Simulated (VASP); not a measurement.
# KTaO3 (Pm-3m) in VASP: further runs, part 2 of 3

VASP 6.6.1. The steps go on from the part before.

**3. Single point, LDA**

This run uses another cell than the first one, of 12.34 Å³/atom, 0.972 times its volume.

INCAR

```
  PREC = Accurate
  ENCUT = 520
  EDIFF = 1E-7
  ISMEAR = -1
  SIGMA = 0.02
  LREAL = False
  LASPH = True
  NELM = 80
  ALGO = Normal
  ISIF = 2
  LWAVE = False
  LCHARG = False
  GGA = CA
  NBANDS = 27
```

KPOINTS

```
regular mesh
0
Gamma
  6 6 6
```

POSCAR

```
KTaO3
1.0
    3.9520041698      0.0000000000      0.0000000000
    0.0000000000      3.9520041698      0.0000000000
    0.0000000000      0.0000000000      3.9520041698
K Ta O
1 1 3
Direct
    0.5000000000      0.5000000000      0.5000000000
    0.0000000000      0.0000000000      0.0000000000
    0.5000000000      0.0000000000      0.0000000000
    0.0000000000      0.5000000000      0.0000000000
    0.0000000000      0.0000000000      0.5000000000
```

Potentials or basis: VASP PAW LDA potentials, release 64 (K_sv, Ta_pv, O).

On the command line:

```bash
$ cat potpaw_LDA.64/K_sv/POTCAR potpaw_LDA.64/Ta_pv/POTCAR potpaw_LDA.64/O/POTCAR > POTCAR
$ mpirun -np 1 vasp_std > vasp.out
```

OUTCAR:

```text
PREC = Accurate
   ENCUT = 520
   EDIFF = 1E-7
   ISMEAR = -1
   LREAL = False
   LASPH = True
   NELM = 80
   ISIF = 2
   GGA = CA

 ion  position               nearest neighbor table
   1  0.500  0.500  0.500-   3 2.79   4 2.79   5 2.79   3 2.79   4 2.79   3 2.79   5 2.79   3 2.79
                             4 2.79   5 2.79   4 2.79   5 2.79   2 3.42   2 3.42   2 3.42   2 3.42
   2  0.000  0.000  0.000-   3 1.98   4 1.98   5 1.98   5 1.98   4 1.98   3 1.98   1 3.42   1 3.42
                             1 3.42   1 3.42   1 3.42   1 3.42   1 3.42   1 3.42
   3  0.500  0.000  0.000-   2 1.98   2 1.98   1 2.79   1 2.79   1 2.79   1 2.79
   4  0.000  0.500  0.000-   2 1.98   2 1.98   1 2.79   1 2.79   1 2.79   1 2.79
   5  0.000  0.000  0.500-   2 1.98   2 1.98   1 2.79   1 2.79   1 2.79   1 2.79

  LATTYP: Found a simple cubic cell.
 ALAT       =     3.9520041698

  Lattice vectors:

 A1 = (   3.9520041698,   0.0000000000,   0.0000000000)
 A2 = (   0.0000000000,   3.9520041698,   0.0000000000)
 A3 = (   0.0000000000,   0.0000000000,   3.9520041698)

Analysis of symmetry for initial positions (statically):
=====================================================================
 Subroutine PRICEL returns:
 Original cell was already a primitive cell.

 Routine SETGRP: Setting up the symmetry group for a
 simple cubic supercell.

 Subroutine GETGRP returns: Found 48 space group operations
 (whereof 48 operations were pure point group operations)
 out of a pool of 48 trial point group operations.

The static configuration has the point symmetry O_h .

Analysis of symmetry for dynamics (positions and initial velocities):
=====================================================================
 Subroutine PRICEL returns:
 Original cell was already a primitive cell.

 Routine SETGRP: Setting up the symmetry group for a
 simple cubic supercell.

[... 123 lines left out ...]
   IMIX   =      4    mixing-type and parameters
     AMIX     =   0.40;   BMIX     =  1.00
     AMIX_MAG =   1.60;   BMIX_MAG =  1.00
  volume/ion in A,a.u.               =      12.34        83.31
  Fermi-wavevector in a.u.,A,eV,Ry     =   1.392682  2.631787 26.389360  1.939563
  Thomas-Fermi vector in A             =   2.516401
   LORBIT       =      0    0 simple, 1 ext, 2 COOP (PROOUT), +10 PAW based schemes
   GGA     = CA    functional components
   LHFCALC =     F    Hartree Fock is set to
   AEXX    =    0.0000 exact exchange contribution
   IVDW    =     0    specifies the selected vdW correction
   LEPSILON=     F    determine dielectric tensor
   LRPA    =     F    only Hartree local field effects (RPA)
 non-spin polarized calculation
  energy-cutoff  :      520.00
  volume of cell :       61.72
 maximum number of plane-waves:      1675
 NGX is ok and might be reduce to    30
   NGX = 15   NGY = 15   NGZ = 15

 number of electron      37.9999983 magnetization

 Free energy of the ion-electron system (eV)
  ---------------------------------------------------
  ext. energy  EPLUGINS =         0.00000000
  ---------------------------------------------------
  free energy    TOTEN  =       -45.05574089 eV

  energy without entropy =      -45.05574089  energy(sigma->0) =      -45.05574089

 E-fermi :   2.1860     XC(G=0): -11.5704

 val. band max:        1.7181216383   @ k =   0.5000   0.5000   0.5000
 cond. band min:       3.7919846515   @ k =   0.0000   0.0000   0.0000
 fundamental gap:      2.0738630132
 Fermi energy:         2.1859868624

 k-point     1 :       0.0000    0.0000    0.0000
  band No.  band energies     occupation
      1     -32.0777      2.00000
      2     -32.0777      2.00000
      3     -32.0777      2.00000
      4     -25.1382      2.00000
      5     -15.6407      2.00000
      6     -14.8948      2.00000
[... 589 lines left out ...]
     26      12.3738      0.00000
     27      13.8940      0.00000

------------------------ aborting loop because EDIFF is reached ----------------------------------------

  FORCE on cell =-STRESS in cart. coord.  units (eV):
  Direction    XX          YY          ZZ          XY          YZ          ZX
  --------------------------------------------------------------------------------------
  -------------------------------------------------------------------------------------
  Total        0.5178030      0.5178030      0.5178030      0.0000000      0.0000000     -0.0000000
  in kB       13.4407342     13.4407342     13.4407342      0.0000000      0.0000000     -0.0000000
  external PRESSURE =      13.4407342 kB  Pullay stress =       0.0000000 kB

 VOLUME and BASIS-vectors are now :
 -----------------------------------------------------------------------------
  energy-cutoff  :      520.00
  volume of cell :       61.72
      direct lattice vectors                 reciprocal lattice vectors
     3.952004170  0.000000000  0.000000000     0.253036170  0.000000000  0.000000000
     0.000000000  3.952004170  0.000000000     0.000000000  0.253036170  0.000000000
     0.000000000  0.000000000  3.952004170     0.000000000  0.000000000  0.253036170

 POSITION                                       TOTAL-FORCE (eV/Angst)
 -----------------------------------------------------------------------------------
      1.97600      1.97600      1.97600         0.000000      0.000000      0.000000
      0.00000      0.00000      0.00000         0.000000      0.000000      0.000000
      1.97600      0.00000      0.00000         0.000000      0.000000      0.000000
      0.00000      1.97600      0.00000         0.000000      0.000000      0.000000
      0.00000      0.00000      1.97600         0.000000      0.000000      0.000000
 -----------------------------------------------------------------------------------
    total drift:                                0.000000     -0.000000      0.000000

  FREE ENERGIE OF THE ION-ELECTRON SYSTEM (eV)
  ---------------------------------------------------
  free  energy   TOTEN  =       -45.0557408949 eV

  energy  without entropy=      -45.0557408949  energy(sigma->0) =      -45.05574089
```

OSZICAR:

```text
N       E                     dE             d eps       ncg     rms          rms(c)
DAV:   1     0.318854558561E+03    0.31885E+03   -0.20736E+04  1080   0.142E+03
DAV:   2    -0.336517093809E+02   -0.35251E+03   -0.34003E+03  1235   0.411E+02
DAV:   3    -0.527603347103E+02   -0.19109E+02   -0.19015E+02  1586   0.907E+01
DAV:   4    -0.532827501811E+02   -0.52242E+00   -0.52124E+00  1736   0.106E+01
DAV:   5    -0.532865538145E+02   -0.38036E-02   -0.38032E-02  1469   0.877E-01    0.358E+01
DAV:   6    -0.454178018129E+02    0.78688E+01   -0.33243E+01  1275   0.394E+01    0.140E+01
DAV:   7    -0.451610677097E+02    0.25673E+00   -0.17490E+00  1440   0.856E+00    0.965E+00
DAV:   8    -0.450704950291E+02    0.90573E-01   -0.35416E-01  1255   0.483E+00    0.238E+00
DAV:   9    -0.450569359246E+02    0.13559E-01   -0.30024E-02  1355   0.136E+00    0.268E-01
DAV:  10    -0.450558898088E+02    0.10461E-02   -0.11018E-02  1439   0.673E-01    0.150E-01
DAV:  11    -0.450557452789E+02    0.14453E-03   -0.12728E-03  1377   0.220E-01    0.472E-02
DAV:  12    -0.450557409116E+02    0.43673E-05   -0.47240E-05  1521   0.542E-02    0.741E-03
DAV:  13    -0.450557409838E+02   -0.72167E-07   -0.30145E-06  1399   0.130E-02    0.500E-03
DAV:  14    -0.450557408949E+02    0.88882E-07   -0.35822E-07  1267   0.414E-03
   1 F= -.45055741E+02 E0= -.45055741E+02  d E =-.251039E-11
```

It took 17 s on 1 thread of Intel Xeon 6975P-C (Granite Rapids), shared host; peak memory 0.17 GiB.

Results:

```yaml
Free_energy: -45.0557 eV
Pressure: 1.3 GPa
Band_gap_on_the_k_mesh: 2.07 eV, indirect (least direct gap 2.68 eV)
```

Caveat: spin-orbit coupling is left out, which moves the levels of the heavy elements. A hybrid or GW would open this gap; LDA tends to underestimate it.

**4. Single point, LDA**

INCAR

```
SYSTEM = KTaO3
  PREC = Accurate
  ENCUT = 520
  EDIFF = 1E-6
  ISMEAR = 0
  SIGMA = 0.01
  LREAL = .False.
  LASPH = .True.
  NELM = 80
  ALGO = Normal
  ISIF = 2
  LWAVE = .False.
  LCHARG = .False.
  NBANDS = 27
```

KPOINTS

```
regular mesh
0
Gamma
  6 6 6
  0 0 0
```

POSCAR, as its differences from that of step 3:

```diff
@@ -2,5 +2,5 @@
 1.0
-    3.9520041698      0.0000000000      0.0000000000
-    0.0000000000      3.9520041698      0.0000000000
-    0.0000000000      0.0000000000      3.9520041698
+    3.9901309440      0.0000000000      0.0000000000
+    0.0000000000      3.9901309440      0.0000000000
+    0.0000000000      0.0000000000      3.9901309440
 K Ta O
```

Potentials or basis: VASP PAW LDA potentials, release 64 (K_sv, Ta_pv, O).

On the command line:

```bash
$ cat potpaw_LDA.64/K_sv/POTCAR potpaw_LDA.64/Ta_pv/POTCAR potpaw_LDA.64/O/POTCAR > POTCAR
$ mpirun -np 1 vasp_std > vasp.out
```

OUTCAR:

```text
SYSTEM = KTaO3
   PREC = Accurate
   ENCUT = 520
   EDIFF = 1E-6
   ISMEAR = 0
   LREAL = .False.
   LASPH = .True.
   NELM = 80
   ISIF = 2

 ion  position               nearest neighbor table
   1  0.500  0.500  0.500-   3 2.82   4 2.82   5 2.82   3 2.82   4 2.82   3 2.82   5 2.82   3 2.82
                             4 2.82   5 2.82   4 2.82   5 2.82   2 3.46   2 3.46   2 3.46   2 3.46
   2  0.000  0.000  0.000-   3 2.00   4 2.00   5 2.00   5 2.00   4 2.00   3 2.00   1 3.46   1 3.46
                             1 3.46   1 3.46   1 3.46   1 3.46   1 3.46   1 3.46
   3  0.500  0.000  0.000-   2 2.00   2 2.00   1 2.82   1 2.82   1 2.82   1 2.82
   4  0.000  0.500  0.000-   2 2.00   2 2.00   1 2.82   1 2.82   1 2.82   1 2.82
   5  0.000  0.000  0.500-   2 2.00   2 2.00   1 2.82   1 2.82   1 2.82   1 2.82

  LATTYP: Found a simple cubic cell.
 ALAT       =     3.9901309440

  Lattice vectors:

 A1 = (   3.9901309440,   0.0000000000,   0.0000000000)
 A2 = (   0.0000000000,   3.9901309440,   0.0000000000)
 A3 = (   0.0000000000,   0.0000000000,   3.9901309440)

Analysis of symmetry for initial positions (statically):
=====================================================================
 Subroutine PRICEL returns:
 Original cell was already a primitive cell.

 Routine SETGRP: Setting up the symmetry group for a
 simple cubic supercell.

 Subroutine GETGRP returns: Found 48 space group operations
 (whereof 48 operations were pure point group operations)
 out of a pool of 48 trial point group operations.

The static configuration has the point symmetry O_h .

Analysis of symmetry for dynamics (positions and initial velocities):
=====================================================================
 Subroutine PRICEL returns:
 Original cell was already a primitive cell.

 Routine SETGRP: Setting up the symmetry group for a
 simple cubic supercell.

 Subroutine GETGRP returns: Found 48 space group operations
 (whereof 48 operations were pure point group operations)
[... 123 lines left out ...]
     AMIX_MAG =   1.60;   BMIX_MAG =  1.00
  volume/ion in A,a.u.               =      12.71        85.74
  Fermi-wavevector in a.u.,A,eV,Ry     =   1.379375  2.606640 25.887454  1.902674
  Thomas-Fermi vector in A             =   2.504350
   LORBIT       =      0    0 simple, 1 ext, 2 COOP (PROOUT), +10 PAW based schemes
   GGA     = CA    functional components
   LHFCALC =     F    Hartree Fock is set to
   AEXX    =    0.0000 exact exchange contribution
   IVDW    =     0    specifies the selected vdW correction
   LEPSILON=     F    determine dielectric tensor
   LRPA    =     F    only Hartree local field effects (RPA)
 non-spin polarized calculation
 Gauss-broadening in eV      SIGMA  =   0.01
  energy-cutoff  :      520.00
  volume of cell :       63.53
 maximum number of plane-waves:      1743
 NGX is ok and might be reduce to    30
   NGX = 15   NGY = 15   NGZ = 15

 number of electron      37.9999975 magnetization

 Free energy of the ion-electron system (eV)
  ---------------------------------------------------
  ext. energy  EPLUGINS =         0.00000000
  ---------------------------------------------------
  free energy    TOTEN  =       -45.03820423 eV

  energy without entropy =      -45.03820423  energy(sigma->0) =      -45.03820423

 E-fermi :   1.5823     XC(G=0): -11.4225

 val. band max:        1.5134913879   @ k =   0.5000   0.5000   0.5000
 cond. band min:       3.5305610814   @ k =   0.0000   0.0000   0.0000
 fundamental gap:      2.0170696934
 Fermi energy:         1.5823416856

 k-point     1 :       0.0000    0.0000    0.0000
  band No.  band energies     occupation
      1     -32.4063      2.00000
      2     -32.4063      2.00000
      3     -32.4063      2.00000
      4     -25.3608      2.00000
      5     -15.7395      2.00000
      6     -15.0008      2.00000
[... 589 lines left out ...]
     26      11.9960      0.00000
     27      13.6027      0.00000

------------------------ aborting loop because EDIFF is reached ----------------------------------------

  FORCE on cell =-STRESS in cart. coord.  units (eV):
  Direction    XX          YY          ZZ          XY          YZ          ZX
  --------------------------------------------------------------------------------------
  -------------------------------------------------------------------------------------
  Total       -1.8615745     -1.8615745     -1.8615745     -0.0000000      0.0000000     -0.0000000
  in kB      -46.9493484    -46.9493484    -46.9493484     -0.0000000      0.0000000     -0.0000000
  external PRESSURE =     -46.9493484 kB  Pullay stress =       0.0000000 kB

 VOLUME and BASIS-vectors are now :
 -----------------------------------------------------------------------------
  energy-cutoff  :      520.00
  volume of cell :       63.53
      direct lattice vectors                 reciprocal lattice vectors
     3.990130944  0.000000000  0.000000000     0.250618342  0.000000000  0.000000000
     0.000000000  3.990130944  0.000000000     0.000000000  0.250618342  0.000000000
     0.000000000  0.000000000  3.990130944     0.000000000  0.000000000  0.250618342

 POSITION                                       TOTAL-FORCE (eV/Angst)
 -----------------------------------------------------------------------------------
      1.99507      1.99507      1.99507         0.000000      0.000000      0.000000
      0.00000      0.00000      0.00000         0.000000      0.000000      0.000000
      1.99507      0.00000      0.00000         0.000000      0.000000      0.000000
      0.00000      1.99507      0.00000         0.000000      0.000000      0.000000
      0.00000      0.00000      1.99507         0.000000      0.000000      0.000000
 -----------------------------------------------------------------------------------
    total drift:                                0.000000     -0.000000      0.000000

  FREE ENERGIE OF THE ION-ELECTRON SYSTEM (eV)
  ---------------------------------------------------
  free  energy   TOTEN  =       -45.0382042283 eV

  energy  without entropy=      -45.0382042283  energy(sigma->0) =      -45.03820423
```

OSZICAR:

```text
N       E                     dE             d eps       ncg     rms          rms(c)
DAV:   1     0.324855437638E+03    0.32486E+03   -0.20623E+04  1080   0.141E+03
DAV:   2    -0.338118737991E+02   -0.35867E+03   -0.34837E+03  1281   0.415E+02
DAV:   3    -0.527070168989E+02   -0.18895E+02   -0.18800E+02  1516   0.910E+01
DAV:   4    -0.533552580710E+02   -0.64824E+00   -0.64733E+00  1760   0.114E+01
DAV:   5    -0.533615363808E+02   -0.62783E-02   -0.62774E-02  1430   0.100E+00    0.338E+01
DAV:   6    -0.454281445513E+02    0.79334E+01   -0.34258E+01  1294   0.390E+01    0.132E+01
DAV:   7    -0.451503721239E+02    0.27777E+00   -0.20255E+00  1377   0.886E+00    0.918E+00
DAV:   8    -0.450566617955E+02    0.93710E-01   -0.40714E-01  1306   0.515E+00    0.245E+00
DAV:   9    -0.450398053473E+02    0.16856E-01   -0.35173E-02  1339   0.148E+00    0.293E-01
DAV:  10    -0.450383741200E+02    0.14312E-02   -0.13643E-02  1462   0.739E-01    0.157E-01
DAV:  11    -0.450382170553E+02    0.15706E-03   -0.18246E-03  1387   0.248E-01    0.457E-02
DAV:  12    -0.450382046104E+02    0.12445E-04   -0.62586E-05  1533   0.632E-02    0.113E-02
DAV:  13    -0.450382042283E+02    0.38215E-06   -0.49962E-06  1352   0.145E-02
   1 F= -.45038204E+02 E0= -.45038204E+02  d E =-.202748E-24
```

It took 17 s on 1 thread of Intel Xeon 6975P-C (Granite Rapids), shared host; peak memory 0.16 GiB.

Results:

```
Free energy            : -45.0382 eV
Pressure               : -4.7 GPa
Band gap on the k mesh : 2.02 eV, indirect (least direct gap 2.64 eV)
```

Caveat: spin-orbit coupling is left out, which moves the levels of the heavy elements. A hybrid or GW would open this gap; LDA tends to underestimate it.

(Part 2 of 3 ends here.)
